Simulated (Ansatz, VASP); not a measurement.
## TaAl2O4 in VASP and in Ansatz

The input INCAR:

```
SYSTEM = TaAl2O4
  PREC = Accurate
  ENCUT = 520
  EDIFF = 1E-7
  ISMEAR = 0
  SIGMA = 0.1
  LREAL = .FALSE.
  LASPH = .TRUE.
  NELM = 100
  ALGO = Normal
  ISIF = 2
  LWAVE = .FALSE.
  LCHARG = .FALSE.
  GGA = PE
  NBANDS = 30
```

File KPOINTS:

```
regular mesh
0
G
  8 8 14
  0 0 0
```

Contents of POSCAR:

```
TaAl2O4
1.0
    5.2870905462      0.0000000000      0.0000000000
    0.0000000000      5.2870905462      0.0000000000
    0.0000000000      0.0000000000      2.6958425218
Ta Al O
1 2 4
Direct
    0.0000000000      0.0000000000      0.0000000000
    0.0000000000      0.5000000000      0.0000000000
    0.5000000000      0.0000000000      0.0000000000
    0.2353811012      0.7646188988      0.5000000000
    0.2353811012      0.2353811012      0.5000000000
    0.7646188988      0.7646188988      0.5000000000
    0.7646188988      0.2353811012      0.5000000000
```

Input for Ansatz:

```yaml
crystal:
  lattice:
    - [5.2870905462, 0.0, 0.0]
    - [0.0, 5.2870905462, 0.0]
    - [0.0, 0.0, 2.6958425218]
  atoms:
    - { symbol: Ta, position: [0.0, 0.0, 0.0] }
    - { symbol: Al, position: [0.0, 0.5, 0.0] }
    - { symbol: Al, position: [0.5, 0.0, 0.0] }
    - { symbol: O, position: [0.2353811012, 0.7646188988, 0.5] }
    - { symbol: O, position: [0.2353811012, 0.2353811012, 0.5] }
    - { symbol: O, position: [0.7646188988, 0.7646188988, 0.5] }
    - { symbol: O, position: [0.7646188988, 0.2353811012, 0.5] }
basis:
  ecutwfc: 420
kpoints:
  mp_grid: { grid: [8, 8, 14] }
  band_path:
    path:
      - [[0.0, 0.0, 0.0], [0.0, 0.5, 0.0], [0.5, 0.5, 0.0], [0.0, 0.0, 0.0], [0.0, 0.0, 0.5], [0.0, 0.5, 0.5], [0.5, 0.5, 0.5], [0.0, 0.0, 0.5]]
      - [[0.0, 0.5, 0.0], [0.0, 0.5, 0.5]]
      - [[0.5, 0.5, 0.0], [0.5, 0.5, 0.5]]
    npoints: 14
hamiltonian:
  xc: pbe
scf:
  occupations: { method: gaussian, width: 0.1 }
  n_extra_bands: 17
output:
  forces: true
  stress: true
  eigenvalues: true
  populations: true
  dos: { projected: true, de: 0.02, nscf_kmesh: { grid: [10, 10, 17] } }
  bader: true
  write_density: true
  write_potential: true
  elf: true
  volumetric_format: npy
```

Alike in both runs: task single point; functional PBE; k mesh 8 × 8 × 14; occupations gaussian, width 0.1 eV; no spin polarisation.

```csv
,VASP,Ansatz
version,VASP 6.6.1,Ansatz 0.2.0
potentials or method,"VASP PAW PBE potentials, release 64 (Ta_pv, Al, O), cutoff 520 eV","scalar-relativistic, plane waves, PAW"
valence electrons in the cell,41,43
```

```csv
,VASP,Ansatz,Ansatz less VASP
gap on the k mesh at the Fermi level (eV),none,none,-
pressure (GPa),0.3,0.0,-0.31
"traceless stress, the component that is largest in VASP (GPa)",0.10,0.00,-0.099
rms of the force components (eV/Å),0.018,0.000,-0.0182
```

Atom by atom the forces differ by 0.018 eV/Å (rms over components). A gap of «none» marks a metal or a gap that the smearing closes. VASP's potentials hold 41 valence electrons a cell and Ansatz's 43, so a difference there can come from the potentials and not from the codes.

Spin-orbit coupling is off throughout.
